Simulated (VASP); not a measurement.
The system is Ge.

```
Ge
1.0
     2.83496    0.00000    0.00000
    -1.41748    2.45515    0.00000
     0.00000    0.00000    2.82296
Ge
1
Direct
  0.00000 0.00000 0.50000
```

```yaml
Program: VASP 6.6.1
Task: relaxation of cell and atoms
Functional: PBE
Potentials_or_basis: VASP PAW PBE potentials, release 64 (Ge_d)
Cutoff: 600 eV
k_mesh: 24 × 24 × 20
Occupations: gaussian, width 0.1 eV
Spin: no spin polarisation
```

At the start: pressure -0.4 GPa; volume 19.65 Å³/atom.

**Question.** How do energy, volume and symmetry change on relaxing?

**Answer.** Over 5 steps the energy falls by 29.2 meV/atom and the volume is 19.34 Å³/atom (-1.6 %); space group P6/mmm (No. 191, to 0.05 Å).

Step by step:
| step | energy change (eV) | largest force (eV/Å) | pressure (GPa) | volume (Å³) |
| --- | --- | --- | --- | --- |
| 1 | 0.0000 | 0.0000 | -0.36 | 19.65 |
| 2 | -0.0290 | 0.0000 | -0.35 | 19.50 |
| 3 | -0.0290 | 0.0000 | -0.54 | 19.50 |
| 4 | -0.0292 | 0.0000 | 0.06 | 19.32 |
| 5 | -0.0292 | 0.0000 | 0.02 | 19.34 |

Final structure:
```
Ge
1.0
     2.87947    0.00000    0.00000
    -1.43973    2.49369    0.00000
     0.00000    0.00000    2.69342
Ge
1
Direct
  0.00000 0.00000 0.50000
```
